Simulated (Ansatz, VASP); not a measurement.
# ZnS: VASP beside Ansatz

File POSCAR:

```
ZnS
1.0
    0.0000000000      2.7020000000      2.7020000000
    2.7020000000      0.0000000000      2.7020000000
    2.7020000000      2.7020000000      0.0000000000
Zn S
1 1
Direct
    0.7500000000      0.7500000000      0.7500000000
    0.0000000000      0.0000000000      0.0000000000
```

INCAR.step1

```
ALGO = Normal
EDIFF = 1E-5
ENCUT = 520
GGA = PE
ISIF = 2
ISMEAR = -1
LASPH = T
LREAL = F
LWAVE = T
NBANDS = 16
NELM = 80
PREC = Accurate
SIGMA = 0.05
```

File INCAR.step2:

```
AEXX = 0.25
ALGO = Normal
EDIFF = 1E-6
ENCUT = 520
GGA = PE
HFSCREEN = 0.6
ISIF = 2
ISMEAR = -1
ISTART = 1
LASPH = T
LCHARG = T
LELF = T
LHFCALC = T
LREAL = F
LVHAR = T
LWAVE = F
NBANDS = 16
NELM = 80
PREC = Accurate
PRECFOCK = Normal
SIGMA = 0.05
```

The input KPOINTS:

```
k-points
0
Gamma
  5 5 5
```

The input input.yaml:

```yaml
crystal:
  lattice:
    - [0.0, 2.702, 2.702]
    - [2.702, 0.0, 2.702]
    - [2.702, 2.702, 0.0]
  atoms:
    - { symbol: Zn, position: [0.75, 0.75, 0.75] }
    - { symbol: S, position: [0.0, 0.0, 0.0] }
hamiltonian:
  xc: { exchange: pbe, correlation: pbe, exx: { coeff: 0.25, omega: 0.6 } }
  pseudopotentials: { kind: paw }
kpoints:
  mp_grid: { grid: [5, 5, 5] }
scf:
  occupations: { method: fermi_dirac, width: 0.05 }
output:
  forces: true
  stress: true
  eigenvalues: true
  write_density: true
  write_potential: true
  elf: true
  volumetric_format: npy
```

Alike in both runs: task single point; functional PBE-based screened hybrid with a share of 0.25 of exact exchange and HFSCREEN = 0.6; k mesh 5 × 5 × 5; occupations fermi-dirac, width 0.05 eV; no spin polarisation.

|  | VASP | Ansatz |
| --- | --- | --- |
| version | VASP 6.6.1 | Ansatz 0.2.0 |
| potentials or method | VASP PAW PBE potentials, release 64 (Zn, S) | Ansatz PAW |
| plane-wave cutoff (eV) | 520 | 420 |
| valence electrons in the cell | 18 | 18 |

|  | VASP | Ansatz | Ansatz less VASP |
| --- | --- | --- | --- |
| gap on the k mesh at the Fermi level (eV) | 2.69 | 2.69 | +0.007 |
| least direct gap on the mesh (eV) | 2.69 | 2.69 | +0.007 |
| pressure (GPa) | 1.7 | 1.7 | 0.00 |

VASP's potentials were made for PBE, not for PBE-based screened hybrid.

Noted on Ansatz's run: odd divisions of the mesh miss points on the zone boundary, where band edges often lie, so the gap on the mesh can be too wide.
